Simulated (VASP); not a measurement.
Here is a VASP 6.6.1 calculation.

The input INCAR:

```
ALGO = Normal
EDIFF = 1E-7
ENCUT = 520
GGA = PS
ISIF = 2
ISMEAR = -1
LASPH = T
LCHARG = F
LREAL = F
LWAVE = F
NBANDS = 25
NELM = 80
PREC = Accurate
SIGMA = 0.05
```

Contents of KPOINTS:

```
k-points
0
Gamma
  8 8 5
```

File POSCAR:

```
CuO
1.0
    2.0307873600     -2.1966210000      0.0000000000
    2.0307873600      2.1966210000      0.0000000000
    0.0000000000      0.0000000000      5.1559280000
Cu O
2 2
Direct
    0.5000000000      0.0000000000      0.0000000000
    0.0000000000      0.5000000000      0.5000000000
    0.5000000000      0.5000000000      0.2500000000
    0.5000000000      0.5000000000      0.7500000000
```

Potentials or basis: VASP PAW PBE potentials, release 64 (Cu, O).

Launch:

```console
$ cat potpaw_PBE.64/Cu/POTCAR potpaw_PBE.64/O/POTCAR > POTCAR
$ mpirun -np 1 vasp_std > vasp.out
```

(1) What does it give for the band gap on the k mesh?

(2) Estimate the pressure.

## Answers

(1) zero (band 17 reaches 4.85 eV, above the bottom of band 18 at 3.99 eV).

(2) -10.0 GPa.

Caveat: the PAW data sets were made with another functional, which shifts forces and pressure a little; semilocal functionals often make such compounds metallic where correlation or magnetic order opens a gap, which also shifts bond lengths.
